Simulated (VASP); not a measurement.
# TiCo (Pm-3m) in VASP: further runs

The runs below take TiCo through single point, relaxation of cell and atoms, with pbesol exchange, pbe correlation.

All numbers are computed with VASP 6.6.1; they aren't measurements. Logs are shortened: lines on timing, memory, paths and dates and some standing lists are left out, and cuts for length are marked.

## 1. The cell of the first run

It takes space group Pm-3m (No. 221, cubic). Conventional cell: a = 2.940 Å, b = 2.940 Å, c = 2.940 Å, α = 90.00°, β = 90.00°, γ = 90.00°. Within 3.4 Å of Ti (site symmetry m-3m) lie 8 Co at 2.55 Å and 6 Ti at 2.94 Å. Within 3.4 Å of Co (site symmetry m-3m) lie 8 Ti at 2.55 Å and 6 Co at 2.94 Å.

## 2. Single point, pbesol exchange, pbe correlation, collinear spin, ferromagnetic start

INCAR reads:

```
SYSTEM = TiCo
PREC = Accurate
ENCUT = 600
EDIFF = 1E-6
ISMEAR = 0
SIGMA = 0.1
LREAL = .False.
LASPH = .True.
NELM = 200
ALGO = Normal
ISIF = 2
LWAVE = .False.
LCHARG = .True.
ISPIN = 2
MAGMOM = 0 2.5
LORBIT = 11
LMAXMIX = 4
GGA = LIBXC
LIBXC1 = GGA_X_PBE_SOL
LIBXC2 = GGA_C_PBE
LELF = .True.
LVHAR = .True.
NBANDS = 22
GGA_COMPAT = .False.
```

KPOINTS reads:

```
Automatic mesh
0
Gamma
  7 7 7
  0 0 0
```

POSCAR reads:

```
TiCo
1.0
    2.9395472409      0.0000000000      0.0000000000
    0.0000000000      2.9395472409      0.0000000000
    0.0000000000      0.0000000000      2.9395472409
Ti Co
1 1
Direct
    0.0000000000      0.0000000000      0.0000000000
    0.5000000000      0.5000000000      0.5000000000
```

Potentials or basis: VASP PAW PBE potentials, release 64 (Ti_sv, Co).

Started as:

```bash
> cat potpaw_PBE.64/Ti_sv/POTCAR potpaw_PBE.64/Co/POTCAR > POTCAR
> mpirun -np 1 vasp_std > vasp.out
```

OUTCAR:

```text
SYSTEM = TiCo
   PREC = Accurate
   ENCUT = 600
   EDIFF = 1E-6
   ISMEAR = 0
   LREAL = .False.
   LASPH = .True.
   NELM = 200
   ISIF = 2
   ISPIN = 2
   LORBIT = 11
   GGA = LIBXC

 ion  position               nearest neighbor table
   1  0.000  0.000  0.000-   2 2.55   2 2.55   2 2.55   2 2.55   2 2.55   2 2.55   2 2.55   2 2.55

   2  0.500  0.500  0.500-   1 2.55   1 2.55   1 2.55   1 2.55   1 2.55   1 2.55   1 2.55   1 2.55

  LATTYP: Found a simple cubic cell.
 ALAT       =     2.9395472409

  Lattice vectors:

 A1 = (   2.9395472409,   0.0000000000,   0.0000000000)
 A2 = (   0.0000000000,   2.9395472409,   0.0000000000)
 A3 = (   0.0000000000,   0.0000000000,   2.9395472409)

Analysis of symmetry for initial positions (statically):
=====================================================================
 Subroutine PRICEL returns:
 Original cell was already a primitive cell.

 Routine SETGRP: Setting up the symmetry group for a
 simple cubic supercell.

 Subroutine GETGRP returns: Found 48 space group operations
 (whereof 48 operations were pure point group operations)
 out of a pool of 48 trial point group operations.

The static configuration has the point symmetry O_h .

Analysis of symmetry for dynamics (positions and initial velocities):
=====================================================================
 Subroutine PRICEL returns:
 Original cell was already a primitive cell.

 Routine SETGRP: Setting up the symmetry group for a
 simple cubic supercell.

 Subroutine GETGRP returns: Found 48 space group operations
 (whereof 48 operations were pure point group operations)
 out of a pool of 48 trial point group operations.

The dynamic configuration has the point symmetry O_h .

Analysis of structural, dynamic, and magnetic symmetry:
=====================================================================
 Subroutine PRICEL returns:
 Original cell was already a primitive cell.

 Routine SETGRP: Setting up the symmetry group for a
 simple cubic supercell.

 Subroutine GETGRP returns: Found 48 space group operations
 (whereof 48 operations were pure point group operations)
 out of a pool of 48 trial point group operations.

The overall configuration has the point symmetry O_h .

 Subroutine INISYM returns: Found 48 space group operations
 (whereof 48 operations are pure point group operations),
 and found     1 'primitive' translations

----------------------------------------------------------------------------------------

                                     Primitive cell

  volume of cell :      25.4004

  direct lattice vectors                    reciprocal lattice vectors
     2.939547241  0.000000000  0.000000000     0.340188443  0.000000000  0.000000000
     0.000000000  2.939547241  0.000000000     0.000000000  0.340188443  0.000000000
     0.000000000  0.000000000  2.939547241     0.000000000  0.000000000  0.340188443

  length of vectors
     2.939547241  2.939547241  2.939547241     0.340188443  0.340188443  0.340188443

  position of ions in fractional coordinates (direct lattice)
     0.000000000  0.000000000  0.000000000
     0.500000000  0.500000000  0.500000000

  ion indices of the primitive-cell ions
   primitive index   ion index
                 1           1
                 2           2

----------------------------------------------------------------------------------------

 KPOINTS: Automatic mesh

Automatic generation of k-mesh.
 Grid dimensions read from file:
 generate k-points for:    7    7    7

 Generating k-lattice:

  Cartesian coordinates                     Fractional coordinates (reciprocal lattice)
     0.048598349  0.000000000  0.000000000     0.142857143  0.000000000  0.000000000
     0.000000000  0.048598349  0.000000000     0.000000000  0.142857143  0.000000000
     0.000000000  0.000000000  0.048598349     0.000000000  0.000000000  0.142857143

  Length of vectors
     0.048598349  0.048598349  0.048598349

  Shift w.r.t. Gamma in fractional coordinates (k-lattice)
     0.000000000  0.000000000  0.000000000

 Subroutine IBZKPT returns following result:
 ===========================================

 Found     20 irreducible k-points:

 Following reciprocal coordinates:
            Coordinates               Weight
  0.000000  0.000000  0.000000      1.000000
  0.142857  0.000000  0.000000      6.000000
  0.285714  0.000000  0.000000      6.000000
  0.428571  0.000000  0.000000      6.000000
  0.142857  0.142857  0.000000     12.000000
  0.285714  0.142857  0.000000     24.000000
[... 12 lines left out ...]
  0.428571  0.428571  0.285714     24.000000
  0.428571  0.428571  0.428571      8.000000
   k-points           NKPTS =     20   k-points in BZ     NKDIM =     20   number of bands    NBANDS=     22
   number of dos      NEDOS =    301   number of ions     NIONS =      2
   total plane-waves  NPLWV =  13824
   dimension x,y,z NGX =    24 NGY =   24 NGZ =   24
   dimension x,y,z NGXF=    48 NGYF=   48 NGZF=   48
   ions per type =               1   1
   NGX,Y,Z   is equivalent  to a cutoff of  13.57, 13.57, 13.57 a.u.
   NGXF,Y,Z  is equivalent  to a cutoff of  27.15, 27.15, 27.15 a.u.
 SYSTEM =  TiCo
   PREC   = accura    normal or accurate (medium, high low for compatibility)
   ISTART =      0    job   : 0-new  1-cont  2-samecut
   ICHARG =      2    charge: 1-file 2-atom 10-const
   ISPIN  =      2    spin polarized calculation?
   LNONCOLLINEAR =      F non collinear calculations
   LSORBIT =      F    spin-orbit coupling
   LASPH  =      T    aspherical Exc in radial PAW
   ENCUT  =  600.0 eV  44.10 Ry    6.64 a.u.   5.87  5.87  5.87*2*pi/ulx,y,z
   NELM   =    200;   NELMIN=  2; NELMDL= -5     # of ELM steps
   EDIFF  = 0.1E-05   stopping-criterion for ELM
   LREAL  =      F    real-space projection
   EDIFFG = 0.1E-04   stopping-criterion for IOM
   NSW    =      0    number of steps for IOM
   IBRION =     -1    ionic relax: 0-MD 1-quasi-New 2-CG
   NFREE  =      0    steps in history (QN), initial steepest desc. (CG)
   ISIF   =      2    stress and relaxation
   ISYM   =      2    0-nonsym 1-usesym 2-fastsym
   POTIM  = 0.5000    time-step for ionic-motion
   TEBEG  =    0.0;   TEEND  =   0.0 temperature during run
   PSTRESS=    0.0 pullay stress
   NELECT =      21.0000    total number of electrons
   NUPDOWN=      -1.0000    fix difference up-down
   EMIN   =  10.00;   EMAX   =-10.00  energy-range for DOS
   EFERMI =   0.00;   METHOD = LEGACY
   ISMEAR =     0;   SIGMA  =   0.10  broadening in eV -4-tet -1-fermi 0-gaus
   EFERMI_NEDOS =   21; number of points for ismear=-14 and -15
   IALGO  =     38    algorithm
   IMIX   =      4    mixing-type and parameters
     AMIX     =   0.40;   BMIX     =  1.00
     AMIX_MAG =   1.60;   BMIX_MAG =  1.00
  volume/ion in A,a.u.               =      12.70        85.71
  Fermi-wavevector in a.u.,A,eV,Ry     =   1.536506  2.903575 32.121308  2.360850
  Thomas-Fermi vector in A             =   2.643145
   LORBIT       =     11    0 simple, 1 ext, 2 COOP (PROOUT), +10 PAW based schemes
   GGA     = LIBXC    functional components
   LHFCALC =     F    Hartree Fock is set to
   AEXX    =    0.0000 exact exchange contribution
   IVDW    =     0    specifies the selected vdW correction
   LEPSILON=     F    determine dielectric tensor
   LRPA    =     F    only Hartree local field effects (RPA)
 spin polarized calculation
 Gauss-broadening in eV      SIGMA  =   0.10
  energy-cutoff  :      600.00
  volume of cell :       25.40
 maximum number of plane-waves:       870
 NGX is ok and might be reduce to    24
   NGX = 11   NGY = 11   NGZ = 11

 number of electron      21.0000005 magnetization       0.7878008

 Free energy of the ion-electron system (eV)
  ---------------------------------------------------
  ext. energy  EPLUGINS =         0.00000000
  ---------------------------------------------------
  free energy    TOTEN  =       -17.23269206 eV

  energy without entropy =      -17.22606997  energy(sigma->0) =      -17.22938102

 E-fermi :  10.4157     XC(G=0): -12.9863

 val. band max:       10.3507404091   @ k =   0.4286   0.2857   0.2857
 cond. band min:      10.4169317344   @ k =   0.4286   0.4286   0.1429
 fundamental gap:      0.0661913253
 Fermi energy:        10.4156586500

 spin component 1

 k-point     1 :       0.0000    0.0000    0.0000
  band No.  band energies     occupation
      1     -46.4229      1.00000
      2     -22.5783      1.00000
      3     -22.5783      1.00000
      4     -22.5783      1.00000
      5       2.4708      1.00000
      6       6.0468      1.00000
[... 14 lines left out ...]
     21      30.7576      0.00000
     22      31.6375      0.00000
[... 451 lines left out ...]
 k-point    20 :       0.4286    0.4286    0.4286
  band No.  band energies     occupation
      1     -46.3166      1.00000
      2     -22.8336      1.00000
      3     -22.8332      1.00000
      4     -22.8332      1.00000
      5       7.3600      1.00000
      6       7.5399      1.00000
[... 14 lines left out ...]
     21      22.1723      0.00000
     22      25.8706      0.00000
 Fermi energy:        10.4156586500

 spin component 2

 k-point     1 :       0.0000    0.0000    0.0000
  band No.  band energies     occupation
      1     -46.4303      1.00000
      2     -22.5867      1.00000
      3     -22.5867      1.00000
      4     -22.5867      1.00000
      5       2.4959      1.00000
      6       6.6072      1.00000
[... 14 lines left out ...]
     21      30.9017      0.00000
     22      31.5801      0.00000
[... 452 lines left out ...]
  band No.  band energies     occupation
      1     -46.3234      1.00000
      2     -22.8442      1.00000
      3     -22.8438      1.00000
      4     -22.8438      1.00000
      5       7.7130      1.00000
      6       7.9616      1.00000
[... 14 lines left out ...]
     21      22.2448      0.00000
     22      25.8365      0.00000

------------------------ aborting loop because EDIFF is reached ----------------------------------------

  FORCE on cell =-STRESS in cart. coord.  units (eV):
  Direction    XX          YY          ZZ          XY          YZ          ZX
  --------------------------------------------------------------------------------------
  -------------------------------------------------------------------------------------
  Total       -0.0949071     -0.0949071     -0.0949071      0.0000000      0.0000000     -0.0000000
  in kB       -5.9864314     -5.9864314     -5.9864314      0.0000000      0.0000000     -0.0000000
  external PRESSURE =      -5.9864314 kB  Pullay stress =       0.0000000 kB

 VOLUME and BASIS-vectors are now :
 -----------------------------------------------------------------------------
  energy-cutoff  :      600.00
  volume of cell :       25.40
      direct lattice vectors                 reciprocal lattice vectors
     2.939547241  0.000000000  0.000000000     0.340188443  0.000000000  0.000000000
     0.000000000  2.939547241  0.000000000     0.000000000  0.340188443  0.000000000
     0.000000000  0.000000000  2.939547241     0.000000000  0.000000000  0.340188443

 POSITION                                       TOTAL-FORCE (eV/Angst)
 -----------------------------------------------------------------------------------
      0.00000      0.00000      0.00000         0.000000      0.000000      0.000000
      1.46977      1.46977      1.46977         0.000000      0.000000      0.000000
 -----------------------------------------------------------------------------------
    total drift:                                0.000000      0.000000     -0.000000

  FREE ENERGIE OF THE ION-ELECTRON SYSTEM (eV)
  ---------------------------------------------------
  free  energy   TOTEN  =       -17.2326920606 eV

  energy  without entropy=      -17.2260699736  energy(sigma->0) =      -17.22938102

 total charge

# of ion       s       p       d       tot
------------------------------------------
    1        2.260   6.201   1.882  10.343
    2        0.546   0.492   7.320   8.358
--------------------------------------------------
tot          2.805   6.693   9.202  18.701

 magnetization (x)

# of ion       s       p       d       tot
------------------------------------------
    1       -0.002  -0.010  -0.011  -0.023
    2        0.028   0.001   0.813   0.842
--------------------------------------------------
tot          0.026  -0.009   0.802   0.819
```

It took 34 s on 1 thread of AMD EPYC 7R43 (Zen 3), shared host; peak memory 0.12 GiB.

What came out:

```
Free energy                                           : -17.2327 eV
Pressure                                              : -0.6 GPa
Net moment                                            : 0.79 μB per cell
Site moments                                          : Ti -0.02; Co +0.84 μB
Valence electrons inside the program's atomic spheres : Ti 10.34; Co 8.36
```

Caveat: the PAW data sets were made with another functional, which shifts forces and pressure a little.

## 3. Relaxation of cell and atoms, pbesol exchange, pbe correlation, collinear spin, ferromagnetic start

This run uses another cell than the first one, of 13.31 Å³/atom.

INCAR reads:

```
ALGO     = Normal         # electronic algorithm
EDIFF    = 1E-7           # SCF threshold, eV
EDIFFG   = -0.02          # ionic threshold
ENCUT    = 600            # plane-wave cutoff, eV
GGA      = LIBXC          # functional
GGA_COMPAT= F            
IBRION   = 2              # ionic algorithm
ISIF     = 3              # what is computed and relaxed
ISMEAR   = 0              # smearing method
ISPIN    = 2              # spin polarisation
LASPH    = T              # aspherical terms in the spheres
LCHARG   = F              # write CHGCAR
LIBXC1   = GGA_X_PBE_SOL
LIBXC2   = GGA_C_PBE    
LMAXMIX  = 4              # l up to which the mixer works
LORBIT   = 11             # projections on sites
LREAL    = F              # projectors in reciprocal space
LWAVE    = F              # write WAVECAR
MAGMOM   = 0 2.5          # initial moments
NELM     = 200            # most SCF steps
NELMIN   = 4            
NSW      = 60             # ionic steps
PREC     = Accurate       # precision mode
SIGMA    = 0.1            # smearing width, eV
```

KPOINTS reads:

```
k-points
0
Gamma
  7 7 7
```

POSCAR reads:

```
TiCo
1.0
    2.9861109900      0.0000000000      0.0000000000
    0.0000000000      2.9861109900      0.0000000000
    0.0000000000      0.0000000000      2.9861109900
Ti Co
1 1
Direct
    0.0000000000      0.0000000000      0.0000000000
    0.4999999983      0.4999999983      0.4999999983
```

Potentials or basis: VASP PAW PBE potentials, release 64 (Ti_sv, Co).

Started as:

```bash
> cat potpaw_PBE.64/Ti_sv/POTCAR potpaw_PBE.64/Co/POTCAR > POTCAR
> mpirun -np 1 vasp_std > vasp.out
```

Wall time 75 s (1 thread of AMD EPYC 7R43 (Zen 3), shared host); peak memory 0.13 GiB.

Results (log left out):

```
Free energy                                           : -17.2337 eV
Relaxed volume                                        : 12.66 Å³/atom
Relaxed cell                                          : a = 2.937 Å, b = 2.937 Å, c = 2.937 Å, α = 90.00°, β = 90.00°, γ = 90.00°
Space group after relaxing (to 0.1 Å)                 : Pm-3m (No. 221)
Energy gained by relaxing                             : 18.3 meV/atom
Ionic steps                                           : 3
Pressure after relaxing                               : 0.1 GPa
Net moment                                            : 0.78 μB per cell
Site moments                                          : Ti -0.02; Co +0.84 μB
Valence electrons inside the program's atomic spheres : Ti 10.35; Co 8.36
```

The path:
```
step  energy change (eV)  largest force (eV/Å)  pressure (GPa)  volume (Å³)
   1              0.0000                0.0000           -8.54        26.63
   2              0.0080                0.0000           11.33        23.98
   3             -0.0366                0.0000            0.06        25.32
```

Final structure:
```xyz
2
Lattice="2.9365 0.0000 0.0000 0.0000 2.9365 0.0000 0.0000 0.0000 2.9365" Properties=species:S:1:pos:R:3 pbc="T T T"
Ti    0.0000    0.0000    0.0000
Co    1.4683    1.4683    1.4683
```

Levels at points of the mesh, in eV from the Fermi level:
Spin up:
```csv
k point,band 8,band 9,band 10,band 11,band 12,band 13
"(0.00, 0.00, 0.00)",-1.89,-1.89,-1.89,0.57,0.57,2.91
```
Spin down:
```tsv
k point	band 8	band 9	band 10	band 11	band 12	band 13
(0.00, 0.00, 0.00)	-1.36	-1.36	-1.36	1.05	1.05	3.02
```

Caveat: the PAW data sets were made with another functional, which shifts forces and pressure a little.
